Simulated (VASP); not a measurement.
Input of a VASP 6.6.1 run:

Contents of INCAR:

```
SYSTEM = SnSe2
PREC = Accurate ; ENCUT = 500
EDIFF = 1E-6 ; ISMEAR = 0
SIGMA = 0.02 ; LREAL = .False.
LASPH = .True. ; NELM = 120
ALGO = Normal ; ISIF = 2
LWAVE = .False. ; LCHARG = .False.
GGA = PE ; IVDW = 12
NBANDS = 20 ; GGA_COMPAT = .False.
```

KPOINTS

```
regular mesh
0
Gamma
  12 12 6
  0 0 0
```

POSCAR

```
SnSe2
1.0
    3.7659648490      0.0000000000      0.0000000000
   -1.8829824245      3.2614212290      0.0000000000
    0.0000000000      0.0000000000      5.4963090134
Sn Se
1 2
Direct
    0.0000000000      0.0000000000      0.0000000000
    0.3333333333      0.6666666667      0.2887259331
    0.6666666667      0.3333333333      0.7112740669
```

Potentials or basis: VASP PAW PBE potentials, release 64 (Sn_d, Se).

Command:

```bash
$ cat potpaw_PBE.64/Sn_d/POTCAR potpaw_PBE.64/Se/POTCAR > POTCAR
$ mpirun -np 1 vasp_std > vasp.out
```

Estimate the band gap on the k mesh.

zero (band 13 reaches 6.41 eV, above the bottom of band 14 at 6.06 eV).

Predict the largest force.

0.019 eV/Å.

What does it give for the dispersion energy per atom?

-0.417 eV.

Forces on the atoms (eV/Å):
```
Sn   0.000  0.000  0.000
Se   0.000  0.000  0.019
Se   0.000  0.000 -0.019
```

Caveat: spin-orbit coupling is left out, which moves the levels of the heavy elements.
